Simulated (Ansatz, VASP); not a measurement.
**One calculation of PbSe, two programs**

POSCAR

```
PbSe
1.0
    5.1741442875      0.0000000001      0.0000000000
   -2.5870721438      4.4809403958      0.0000000000
    0.0000000000      0.0000000000      6.2147753187
Pb Se
2 2
Direct
    0.3333333333      0.6666666667     -0.0648967816
    0.6666666667      0.3333333333      0.4351032184
    0.3333333333      0.6666666667      0.4398967816
    0.6666666667      0.3333333333      0.9398967816
```

Contents of INCAR.step1:

```
SYSTEM = PbSe
PREC = Accurate ; ENCUT = 520
ISMEAR = 0 ; SIGMA = 0.01
LREAL = .False. ; LASPH = .True.
NELM = 100 ; NBANDS = 28
GGA = PE ; ALGO = Normal
EDIFF = 1E-4 ; LWAVE = .True.
LCHARG = .False.
```

The input INCAR.step2:

```
SYSTEM = PbSe
PREC = Accurate ; ENCUT = 520
EDIFF = 1E-6 ; ISMEAR = 0
SIGMA = 0.01 ; LREAL = .False.
LASPH = .True. ; NELM = 100
ALGO = Normal ; ISIF = 2
LWAVE = .False. ; LCHARG = .False.
METAGGA = R2SCAN ; LMIXTAU = .True.
NBANDS = 28 ; ISTART = 1
```

File KPOINTS:

```
Automatic mesh
0
Gamma
  6 6 4
  0 0 0
```

Input for Ansatz:

```yaml
crystal:
  lattice:
    - [5.1741442875, 1.0e-10, 0.0]
    - [-2.5870721438, 4.4809403958, 0.0]
    - [0.0, 0.0, 6.2147753187]
  atoms:
    - { symbol: Pb, position: [0.3333333333, 0.6666666667, -0.0648967816] }
    - { symbol: Pb, position: [0.6666666667, 0.3333333333, 0.4351032184] }
    - { symbol: Se, position: [0.3333333333, 0.6666666667, 0.4398967816] }
    - { symbol: Se, position: [0.6666666667, 0.3333333333, 0.9398967816] }
kpoints:
  mp_grid: { grid: [6, 6, 4] }
  band_path:
    path:
      - [0.0, 0.0, 0.0]
      - [0.5, 0.0, 0.0]
      - [0.3333333333, 0.3333333333, 0.0]
      - [0.0, 0.0, 0.5]
      - [0.5, 0.0, 0.5]
      - [0.3333333333, 0.3333333333, 0.5]
    npoints: 1
hamiltonian:
  xc: r2scan
scf:
  occupations: { method: fixed }
  n_extra_bands: 5
output:
  forces: true
  stress: true
  eigenvalues: true
```

Alike in both runs: task single point; functional r2SCAN; k mesh 6 × 6 × 4; no spin polarisation.

```csv
,VASP,Ansatz
version,VASP 6.6.1,Ansatz 0.2.0
potentials or method,"VASP PAW PBE potentials, release 64 (Pb_d, Se)","plane waves, PAW"
plane-wave cutoff (eV),520,500
occupations,"gaussian, width 0.01 eV",fixed
valence electrons in the cell,40,60
```

```csv
,VASP,Ansatz,Ansatz less VASP
gap on the k mesh at the Fermi level (eV),1.48,1.48,-0.002
pressure (GPa),0.0,0.0,-0.01
```

VASP's potentials were made for PBE, not for r2SCAN. VASP's potentials hold 40 valence electrons a cell and Ansatz's 60, so a difference there can come from the potentials and not from the codes.

Neither program's run includes spin-orbit coupling.
